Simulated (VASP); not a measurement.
Wanted: the native input for a VASP 6.6.1 run.

* Task: electric field gradients
* Functional: PBE
* Potentials or basis: VASP PAW PBE potentials, release 64 (Os)
* Cutoff: 520 eV
* k mesh: 17 × 17 × 10
* Occupations: fermi-dirac, width 0.08 eV
* Spin: no spin polarisation
* Dipole correction: no
* Further INCAR settings: ALGO = Normal; EDIFF = 1e-08; NBANDS = 15

The structure of Os lies in POSCAR:

```
Os
1.0
    2.7340999755      0.0000000000      0.0000000000
   -1.3670499878      2.3678000353      0.0000000000
    0.0000000000      0.0000000000      4.3197000000
Os
2
Direct
    0.3333333333      0.6666666667      0.2500000000
    0.6776391989      0.3333333333      0.7500000000
```

This cell differs from its parent crystal: atom 2 (Os) moved by [0.03, 0.0, 0.0] A.

One way to write it, as run:

INCAR

```
SYSTEM = Os
PREC     = Accurate       ! precision mode
ENCUT    = 520            ! plane-wave cutoff, eV
EDIFF    = 1E-8           ! SCF threshold, eV
ISMEAR   = -1             ! smearing method
SIGMA    = 0.08           ! smearing width, eV
LREAL    = .FALSE.        ! projectors in reciprocal space
LASPH    = .TRUE.         ! aspherical terms in the spheres
NELM     = 80             ! most SCF steps
ALGO     = Normal         ! electronic algorithm
ISIF     = 2              ! what is computed and relaxed
LWAVE    = .FALSE.        ! write WAVECAR
LCHARG   = .FALSE.        ! write CHGCAR
GGA      = PE             ! functional
LEFG     = .TRUE.       
NBANDS   = 15             ! bands
```

KPOINTS

```
regular mesh
0
G
  17 17 10
  0 0 0
```

Potentials or basis: VASP PAW PBE potentials, release 64 (Os).

The run is started by

```bash
$ cat potpaw_PBE.64/Os/POTCAR > POTCAR
$ mpirun -np 1 vasp_std > vasp.out
```

It gave:

| Quantity | Value |
| --- | --- |
| Pressure | 8.9 GPa |
| Largest force | 0.299 eV/Å |
| Band gap on the k mesh | zero (band 8 reaches 11.58 eV, above the bottom of band 9 at 7.62 eV) |

Caveat: the cell differs from its parent crystal (atom 2 (Os) moved by [0.03, 0.0, 0.0] A); without QUAD_EFG the Cq values of the log hold for a quadrupole moment of 1 mb, not for the nuclei; spin-orbit coupling is left out, which moves the levels of the heavy elements.

Run time: 5.3 min on 1 thread of Oxide Virtual Turin-like Processor, with other jobs on the host, peak memory 0.37 GiB.
